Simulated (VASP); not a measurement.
H8CO6, 15 atoms in the cell. The cell holds a disordered packing, 15 atoms: a = 5.893 Å, b = 5.893 Å, c = 5.893 Å, α = 90.00°, β = 90.00°, γ = 90.00°. 

```yaml
Program: VASP 6.6.1
Task: single point
Functional: r2SCAN
Potentials_or_basis: VASP PAW PBE potentials, release 64 (O, H, C)
Cutoff: 520 eV
k_mesh: 1 × 1 × 1
Occupations: fermi-dirac, width 0.05 eV
Spin: no spin polarisation
Dipole_correction: no
Further_INCAR_settings: LREAL = Auto; ALGO = Normal; EDIFF = 1e-06; NBANDS = 37
```

Potentials or basis: VASP PAW PBE potentials, release 64 (O, H, C).

Launch:

```sh
$ cat potpaw_PBE.64/O/POTCAR potpaw_PBE.64/H/POTCAR potpaw_PBE.64/C/POTCAR > POTCAR
$ cp INCAR.step1 INCAR
$ mpirun -np 1 vasp_gam > vasp.out
$ cp INCAR.step2 INCAR
$ mpirun -np 1 vasp_gam > vasp.out
```

Hardware: 1 thread of Intel(R) Xeon(R) 6975P-C (Granite Rapids) (shared host).

Q: How long does it take, and how much memory?

A: It took 51 s on 1 thread of Intel(R) Xeon(R) 6975P-C (Granite Rapids) (shared host), peak memory 0.32 GiB. Counts: k points 1.
